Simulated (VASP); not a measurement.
Wanted: the native input for a VASP 6.6.1 run.

```
Task                   : single point
Functional             : PBE
Potentials or basis    : VASP PAW PBE potentials, release 64 (B)
Cutoff                 : 520 eV
k mesh                 : 14 × 14 × 6
Occupations            : gaussian, width 0.1 eV
Spin                   : no spin polarisation
Dipole correction      : no
Further INCAR settings : ALGO = Normal; EDIFF = 1e-07; NBANDS = 18
```

The structure of B lies in POSCAR:

```
B
1.0
    1.5542422481     -2.5877574945      0.0000000000
    1.5542422481      2.5877574945      0.0000000000
    0.0000000000      0.0000000000      5.9081922328
B
6
Direct
    0.5000000000      0.5000000000      0.7500000000
    0.5000000000      0.5000000000      0.2500000000
    0.3338661501      0.1699264080      0.5000000000
    0.6661338499      0.8300735920      0.5000000000
    0.1699264080      0.3338661501      0.0000000000
    0.8300735920      0.6661338499      0.0000000000
```

The cell was generated, and may not be a known phase.

The input as run:

INCAR

```
PREC = Accurate ; ENCUT = 520
EDIFF = 1E-7 ; ISMEAR = 0
SIGMA = 0.1 ; LREAL = False
LASPH = True ; NELM = 80
ALGO = Normal ; ISIF = 2
LWAVE = False ; LCHARG = False
GGA = PE ; NBANDS = 18
```

KPOINTS

```
regular mesh
0
Gamma
  14 14 6
```

Potentials or basis: VASP PAW PBE potentials, release 64 (B).

The run is started by

```console
$ cat potpaw_PBE.64/B/POTCAR > POTCAR
$ mpirun -np 1 vasp_std > vasp.out
```

It gave:

```
Pressure               : 0.0 GPa
Largest force          : 0.004 eV/Å
Band gap on the k mesh : zero (bands 9 and 10 overlap by 3.97 eV)
```

It took 4.7 min on 1 thread of Intel Xeon 8259CL (shared host), peak memory 0.26 GiB.
